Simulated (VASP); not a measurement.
A run of VASP 6.6.1 is set up as follows.

File INCAR:

```
ALGO = Normal
EDIFF = 1E-7
ENCUT = 520
GGA = PS
ISIF = 2
ISMEAR = 1
ISPIN = 2
LASPH = True
LCHARG = False
LMAXMIX = 4
LORBIT = 11
LREAL = False
LWAVE = False
MAGMOM = 2.5 -2.5 0 0
NBANDS = 27
NELM = 150
PREC = Accurate
SIGMA = 0.15
```

Contents of KPOINTS:

```
k-points
0
Gamma
  8 8 5
```

POSCAR

```
CoO
1.0
    3.2397251150      0.0000000000      0.0000000000
   -1.6198625575      2.8056835738      0.0000000000
    0.0000000000      0.0000000000      5.2975167063
Co O
2 2
Direct
    0.0000000000      0.0000000000      0.0034740000
    0.3333333333      0.6666666667      0.5033620000
    0.0000000000      0.0000000000      0.3716090000
    0.3333333333      0.6666666667      0.8715560000
```

Potentials or basis: VASP PAW PBE potentials, release 64 (Co, O).

Launch:

```bash
$ cat potpaw_PBE.64/Co/POTCAR potpaw_PBE.64/O/POTCAR > POTCAR
$ mpirun -np 1 vasp_std > vasp.out
```

Estimate the pressure.

-13.5 GPa.

Estimate the site moments.

Co +2.30, -2.30; O -0.16, +0.16 μB.

Forces in eV/Å, atoms in the order of the input:
```
Co   0.000  0.000  0.131
Co   0.000  0.000  0.137
O    0.000  0.000 -0.135
O    0.000  0.000 -0.133
```

Caveat: the cell stands under tension; the PAW data sets were made with another functional, which shifts forces and pressure a little.
